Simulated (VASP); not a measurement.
# CdS (F-43m) in VASP: further runs, part 2 of 3

VASP 6.6.1. Earlier steps stand in the parts before.

**4. Electric field gradients, PBEsol (volume scaled by 0.96)**

File INCAR:

```
SYSTEM = CdS
ALGO = Normal
EDIFF = 1E-8
ENCUT = 520
GGA = PS
ISIF = 2
ISMEAR = -1
LASPH = .True.
LCHARG = .False.
LEFG = .True.
LREAL = .False.
LWAVE = .False.
NBANDS = 16
NELM = 60
PREC = Accurate
SIGMA = 0.02
```

File KPOINTS:

```
k-points
0
Gamma
  7 7 7
  0 0 0
```

File POSCAR:

```
CdS
1.0
    0.0000000000      2.9031789477      2.9031789477
    2.9031789477      0.0000000000      2.9031789477
    2.9031789477      2.9031789477      0.0000000000
Cd S
1 1
Direct
    0.0000000000      0.0000000000      0.0000000000
    0.7500000000      0.7500000000      0.7500000000
```

Potentials or basis: VASP PAW PBE potentials, release 64 (Cd, S).

Launch:

```console
cat potpaw_PBE.64/Cd/POTCAR potpaw_PBE.64/S/POTCAR > POTCAR
mpirun -np 1 vasp_std > vasp.out
```

OUTCAR:

```text
SYSTEM = CdS
   EDIFF = 1E-8
   ENCUT = 520
   GGA = PS
   ISIF = 2
   ISMEAR = -1
   LASPH = .True.
   LREAL = .False.
   NELM = 60
   PREC = Accurate

 ion  position               nearest neighbor table
   1  0.000  0.000  0.000-   2 2.51   2 2.51   2 2.51   2 2.51
   2  0.750  0.750  0.750-   1 2.51   1 2.51   1 2.51   1 2.51

  LATTYP: Found a face centered cubic cell.
 ALAT       =     5.8063578954

  Lattice vectors:

 A1 = (   0.0000000000,   2.9031789477,   2.9031789477)
 A2 = (   2.9031789477,   0.0000000000,   2.9031789477)
 A3 = (   2.9031789477,   2.9031789477,   0.0000000000)

Analysis of symmetry for initial positions (statically):
=====================================================================
 Subroutine PRICEL returns:
 Original cell was already a primitive cell.

 Routine SETGRP: Setting up the symmetry group for a
 face centered cubic supercell.

 Subroutine GETGRP returns: Found 24 space group operations
 (whereof 24 operations were pure point group operations)
 out of a pool of 48 trial point group operations.

The static configuration has the point symmetry T_d .

Analysis of symmetry for dynamics (positions and initial velocities):
=====================================================================
 Subroutine PRICEL returns:
 Original cell was already a primitive cell.

 Routine SETGRP: Setting up the symmetry group for a
 face centered cubic supercell.

 Subroutine GETGRP returns: Found 24 space group operations
 (whereof 24 operations were pure point group operations)
 out of a pool of 48 trial point group operations.

The dynamic configuration has the point symmetry T_d .

 Subroutine INISYM returns: Found 24 space group operations
 (whereof 24 operations are pure point group operations),
 and found     1 'primitive' translations

----------------------------------------------------------------------------------------

                                     Primitive cell

  volume of cell :      48.9386

  direct lattice vectors                    reciprocal lattice vectors
     0.000000000  2.903178948  2.903178948    -0.172225002  0.172225002  0.172225002
     2.903178948  0.000000000  2.903178948     0.172225002 -0.172225002  0.172225002
     2.903178948  2.903178948  0.000000000     0.172225002  0.172225002 -0.172225002

  length of vectors
     4.105715042  4.105715042  4.105715042     0.298302454  0.298302454  0.298302454

  position of ions in fractional coordinates (direct lattice)
     0.000000000  0.000000000  0.000000000
     0.750000000  0.750000000  0.750000000

  ion indices of the primitive-cell ions
   primitive index   ion index
                 1           1
                 2           2

----------------------------------------------------------------------------------------

 KPOINTS: k-points

Automatic generation of k-mesh.
[... 66 lines left out ...]
   NFREE  =      0    steps in history (QN), initial steepest desc. (CG)
   ISIF   =      2    stress and relaxation
   ISYM   =      2    0-nonsym 1-usesym 2-fastsym
   POTIM  = 0.5000    time-step for ionic-motion
   TEBEG  =    0.0;   TEEND  =   0.0 temperature during run
   PSTRESS=    0.0 pullay stress
   NELECT =      18.0000    total number of electrons
   NUPDOWN=      -1.0000    fix difference up-down
   EMIN   =  10.00;   EMAX   =-10.00  energy-range for DOS
   EFERMI =   0.00;   METHOD = LEGACY
   ISMEAR =    -1;   SIGMA  =   0.02  broadening in eV -4-tet -1-fermi 0-gaus
   EFERMI_NEDOS =   21; number of points for ismear=-14 and -15
   IALGO  =     38    algorithm
   IMIX   =      4    mixing-type and parameters
     AMIX     =   0.40;   BMIX     =  1.00
     AMIX_MAG =   1.60;   BMIX_MAG =  1.00
  volume/ion in A,a.u.               =      24.47       165.13
  Fermi-wavevector in a.u.,A,eV,Ry     =   1.172956  2.216566 18.719258  1.375827
  Thomas-Fermi vector in A             =   2.309377
   LORBIT       =      0    0 simple, 1 ext, 2 COOP (PROOUT), +10 PAW based schemes
   GGA     = PS    functional components
   LHFCALC =     F    Hartree Fock is set to
   AEXX    =    0.0000 exact exchange contribution
   IVDW    =     0    specifies the selected vdW correction
   LEPSILON=     F    determine dielectric tensor
   LRPA    =     F    only Hartree local field effects (RPA)
 non-spin polarized calculation
  energy-cutoff  :      520.00
  volume of cell :       48.94
 maximum number of plane-waves:      1363
   NGX = 15   NGY = 15   NGZ = 15

 number of electron      18.0000002 magnetization

 Free energy of the ion-electron system (eV)
  ---------------------------------------------------
  ext. energy  EPLUGINS =         0.00000000
  ---------------------------------------------------
  free energy    TOTEN  =        -6.81043973 eV

  energy without entropy =       -6.81043973  energy(sigma->0) =       -6.81043973

 E-fermi :   1.7690     XC(G=0):  -9.4426

 val. band max:        1.3319241303   @ k =   0.0000   0.0000   0.0000
 cond. band min:       2.3683139381   @ k =   0.0000   0.0000   0.0000
 fundamental gap:      1.0363898078
 Fermi energy:         1.7690060987

 k-point     1 :       0.0000    0.0000    0.0000
  band No.  band energies     occupation
      1     -11.1392      2.00000
      2      -6.4505      2.00000
      3      -6.4505      2.00000
      4      -6.4505      2.00000
      5      -5.9432      2.00000
      6      -5.9432      2.00000
[... 357 lines left out ...]
      3      -6.1773      2.00000
      4      -5.9983      2.00000
      5      -5.9256      2.00000
      6      -5.3127      2.00000
[... 8 lines left out ...]
     15      13.6013      0.00000
     16      15.3403      0.00000

------------------------ aborting loop because EDIFF is reached ----------------------------------------

  FORCE on cell =-STRESS in cart. coord.  units (eV):
  Direction    XX          YY          ZZ          XY          YZ          ZX
  --------------------------------------------------------------------------------------
  -------------------------------------------------------------------------------------
  Total        0.3067013      0.3067013      0.3067013      0.0000000      0.0000000     -0.0000000
  in kB       10.0409489     10.0409489     10.0409489      0.0000000      0.0000000     -0.0000000
  external PRESSURE =      10.0409489 kB  Pullay stress =       0.0000000 kB

 VOLUME and BASIS-vectors are now :
 -----------------------------------------------------------------------------
  energy-cutoff  :      520.00
  volume of cell :       48.94
      direct lattice vectors                 reciprocal lattice vectors
     0.000000000  2.903178948  2.903178948    -0.172225002  0.172225002  0.172225002
     2.903178948  0.000000000  2.903178948     0.172225002 -0.172225002  0.172225002
     2.903178948  2.903178948  0.000000000     0.172225002  0.172225002 -0.172225002

 POSITION                                       TOTAL-FORCE (eV/Angst)
 -----------------------------------------------------------------------------------
      0.00000      0.00000      0.00000         0.000000      0.000000      0.000000
      4.35477      4.35477      4.35477        -0.000000     -0.000000     -0.000000
 -----------------------------------------------------------------------------------
    total drift:                                0.000000      0.000000      0.000000

  FREE ENERGIE OF THE ION-ELECTRON SYSTEM (eV)
  ---------------------------------------------------
  free  energy   TOTEN  =        -6.8104397337 eV

  energy  without entropy=       -6.8104397337  energy(sigma->0) =       -6.81043973

 Electric field gradients (V/A^2)
---------------------------------------------------------------------
 ion       V_xx      V_yy      V_zz      V_xy      V_xz      V_yz
---------------------------------------------------------------------
   1       0.000    -0.000    -0.000     0.002     0.002     0.002
   2      -0.000    -0.000    -0.000    -0.000    -0.000    -0.000
---------------------------------------------------------------------

 Electric field gradients after diagonalization (V/A^2)
 (convention: |V_zz| > |V_xx| > |V_yy|)
----------------------------------------------------------------------
 ion       V_xx      V_yy      V_zz     asymmetry (V_yy - V_xx)/ V_zz
----------------------------------------------------------------------
   1      -0.002    -0.002     0.004       0.000
   2       0.000     0.000    -0.000       0.000
----------------------------------------------------------------------

           NMR quadrupolar parameters

 Cq : quadrupolar parameter    Cq=e*Q*V_zz/h
 eta: asymmetry parameters     (V_yy - V_xx)/ V_zz
 Q  : nuclear electric quadrupole moment in mb (millibarn)
----------------------------------------------------------------------
 ion       Cq(MHz)       eta       Q (mb)
----------------------------------------------------------------------
   1       0.000       0.000       1.000
   2      -0.000       0.000       1.000
----------------------------------------------------------------------
```

Run time: 16 s. Hardware: 1 thread of Intel Xeon Platinum 8488C (Sapphire Rapids), shared host; peak memory 0.18 GiB.

Results:

| Property | Result |
| --- | --- |
| Free energy | -6.8104 eV |
| Pressure | 1.0 GPa |
| Band gap on the k mesh | 1.04 eV, direct |

Caveat: without QUAD_EFG the Cq values of the log hold for a quadrupole moment of 1 mb, not for the nuclei; the PAW data sets were made with another functional, which shifts forces and pressure a little.

(Part 2 of 3 ends here.)
